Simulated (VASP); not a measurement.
A run of VASP 6.6.1:

Contents of INCAR:

```
PREC = Accurate
ENCUT = 520
EDIFF = 1E-6
ISMEAR = 0
SIGMA = 0.1
LREAL = F
LASPH = T
NELM = 100
ALGO = Normal
ISIF = 2
LWAVE = F
LCHARG = T
GGA = PE
LELF = T
LVHAR = T
NBANDS = 24
```

File KPOINTS:

```
Automatic mesh
0
Gamma
  24 24 10
```

File POSCAR:

```
TaN
1.0
    2.8940346236      0.0000000000      0.0000000000
   -1.4470173118      2.5063075035      0.0000000000
    0.0000000000      0.0000000000      6.2697362409
Ta N
2 2
Direct
    0.0000000000      0.0000000000      0.0000000000
    0.0000000000      0.0000000000      0.5000000000
    0.3333333333      0.6666666667      0.2500000000
    0.6666666667      0.3333333333      0.7500000000
```

Potentials or basis: VASP PAW PBE potentials, release 64 (Ta_pv, N).

Launch:

```console
$ cat potpaw_PBE.64/Ta_pv/POTCAR potpaw_PBE.64/N/POTCAR > POTCAR
$ mpirun -np 1 vasp_std > vasp.out
```

Hardware: 1 thread of Intel(R) Xeon(R) 6975P-C (Granite Rapids) (shared host).

Question: How long does it take, and how much memory?

Answer: It took 2.7 min on 1 thread of Intel(R) Xeon(R) 6975P-C (Granite Rapids), on a shared host, peak memory 0.44 GiB. Counts: scf iterations 13, k points 366.
